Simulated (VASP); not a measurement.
Set up this calculation in VASP 6.6.1, as the native input.

```yaml
Task: single point
Functional: PBE
Potentials_or_basis: VASP PAW PBE potentials, release 64 (B, N)
Cutoff: 520 eV
k_mesh: 6 × 6 × 6
Occupations: gaussian, width 0.01 eV
Spin: no spin polarisation
Dipole_correction: no
Further_INCAR_settings: ALGO = Normal; EDIFF = 1e-06; NBANDS = 11
```

The structure of BN lies in POSCAR:

```
BN
1.0
    0.0000000000      1.8048254650      1.8409219743
    1.8048254650      0.0000000000      1.8409219743
    1.8048254650      1.8048254650      0.0000000000
B N
1 1
Direct
    0.0000000000      0.0000000000      0.0000000000
    0.2500000000      0.2500000000      0.2500000000
```

This cell differs from its parent crystal: uniaxial z strain +2.0%.

One way to write it, as run:

INCAR

```
SYSTEM = BN
PREC = Accurate ; ENCUT = 520
EDIFF = 1E-6 ; ISMEAR = 0
SIGMA = 0.01 ; LREAL = .FALSE.
LASPH = .TRUE. ; NELM = 80
ALGO = Normal ; ISIF = 2
LWAVE = .FALSE. ; LCHARG = .FALSE.
GGA = PE ; NBANDS = 11
```

KPOINTS

```
Automatic mesh
0
G
  6 6 6
  0 0 0
```

Potentials or basis: VASP PAW PBE potentials, release 64 (B, N).

Launch:

```console
$ cat potpaw_PBE.64/B/POTCAR potpaw_PBE.64/N/POTCAR > POTCAR
$ mpirun -np 1 vasp_std > vasp.out
```

Results of the run:

```
Pressure               : -2.4 GPa
Band gap on the k mesh : 4.26 eV, indirect (least direct gap 8.63 eV)
```

Caveat: the k points lie up to 0.50 Å⁻¹ apart; the cell differs from its parent crystal (uniaxial z strain +2.0%).

Wall time 5.8 s on 1 thread of AMD EPYC 7R13, on a shared host, peak memory 0.09 GiB.
